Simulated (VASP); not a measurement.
Set up this calculation in VASP 6.6.1, as the native input.

```
Task                   : relaxation of cell and atoms
Functional             : PBE
Potentials or basis    : VASP PAW PBE potentials, release 64 (Be, Cd, Te)
Cutoff                 : 600 eV
k mesh                 : 12 × 12 × 4
Occupations            : gaussian, width 0.1 eV
Spin                   : no spin polarisation
Dipole correction      : no
Further INCAR settings : ALGO = Normal; EDIFF = 1e-07; IBRION = 2; EDIFFG = -0.01; NSW = 100; ISIF = 3
```

The structure of BeCd2Te3 lies in POSCAR:

```
BeCd2Te3
1.0
    5.2315639786      0.0000000000      0.0000000000
   -2.6157819893      4.5306673070      0.0000000000
    0.0000000000      0.0000000000     10.0632982692
Be Cd Te
1 2 3
Direct
    0.0000000000      0.0000000000      0.0000000000
    0.0000000000      0.0000000000      0.7663046535
    0.0000000000      0.0000000000      0.2336953465
    0.3333333333      0.6666666667      0.0000000000
    0.6666666667      0.3333333333      0.0000000000
    0.0000000000      0.0000000000      0.5000000000
```

The cell was generated, and may not be a known phase.

These files were run (other wordings do the same):

INCAR

```
SYSTEM = BeCd2Te3
  PREC = Accurate
  ENCUT = 600
  EDIFF = 1E-7
  ISMEAR = 0
  SIGMA = 0.1
  LREAL = .FALSE.
  LASPH = .TRUE.
  NELM = 120
  ALGO = Normal
  ISIF = 3
  LWAVE = .FALSE.
  LCHARG = .FALSE.
  GGA = PE
  IBRION = 2
  NSW = 100
  EDIFFG = -0.01
  GGA_COMPAT = .FALSE.
  NELMIN = 4
```

KPOINTS

```
regular mesh
0
G
  12 12 4
  0 0 0
```

Potentials or basis: VASP PAW PBE potentials, release 64 (Be, Cd, Te).

Run with:

```bash
$ cat potpaw_PBE.64/Be/POTCAR potpaw_PBE.64/Cd/POTCAR potpaw_PBE.64/Te/POTCAR > POTCAR
$ mpirun -np 1 vasp_std > vasp.out
```

It gave:

* Relaxed volume: 40.35 Å³/atom
* Relaxed cell: a = 5.252 Å, b = 5.252 Å, c = 10.133 Å, α = 90.00°, β = 90.00°, γ = 120.00°
* Space group after relaxing (to 0.1 Å): P6/mmm (No. 191)
* Energy gained by relaxing: 0.8 meV/atom
* Ionic steps: 4
* Pressure after relaxing: 0.0 GPa
* Largest force after relaxing: 0.006 eV/Å
* Band gap on the k mesh: zero (bands 22 and 23 overlap by 1.05 eV)

Caveat: spin-orbit coupling is left out, which moves the levels of the heavy elements.

Wall time 25 min on 1 thread of Oxide Virtual Turin-like Processor, on a shared host, peak memory 0.67 GiB.
